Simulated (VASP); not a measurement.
The system is Ag.

```xyz
1
Lattice="-1.6557 1.6557 1.6557 1.6557 -1.6557 1.6557 1.6557 1.6557 -1.6557" Properties=species:S:1:pos:R:3 pbc="T T T"
Ag    0.0000    0.0000    0.0000
```

```yaml
Program: VASP 6.6.1
Task: relaxation of cell and atoms
Functional: revPBE
Potentials_or_basis: VASP PAW PBE potentials, release 64 (Ag)
Cutoff: 600 eV
k_mesh: 11 × 11 × 11
Occupations: fermi-dirac, width 0.05 eV
Spin: no spin polarisation
```

At the start: pressure 1.8 GPa; volume 18.15 Å³/atom.

Task: Where does the relaxation end?

Result: Over 3 steps the energy falls by 2.2 meV/atom and the volume is 18.55 Å³/atom (+2.2 %); space group Im-3m (No. 229, to 0.05 Å).

The path:
| step | energy change (eV) | largest force (eV/Å) | pressure (GPa) | volume (Å³) |
| --- | --- | --- | --- | --- |
| 1 | 0.0000 | 0.0000 | 1.80 | 18.15 |
| 2 | -0.0019 | 0.0000 | -0.59 | 18.70 |
| 3 | -0.0022 | 0.0000 | -0.06 | 18.55 |

Final structure:
```xyz
1
Lattice="-1.6676 1.6676 1.6676 1.6676 -1.6676 1.6676 1.6676 1.6676 -1.6676" Properties=species:S:1:pos:R:3 pbc="T T T"
Ag    0.0000    0.0000    0.0000
```

Caveat: the PAW data sets were made with another functional, which shifts forces and pressure a little.
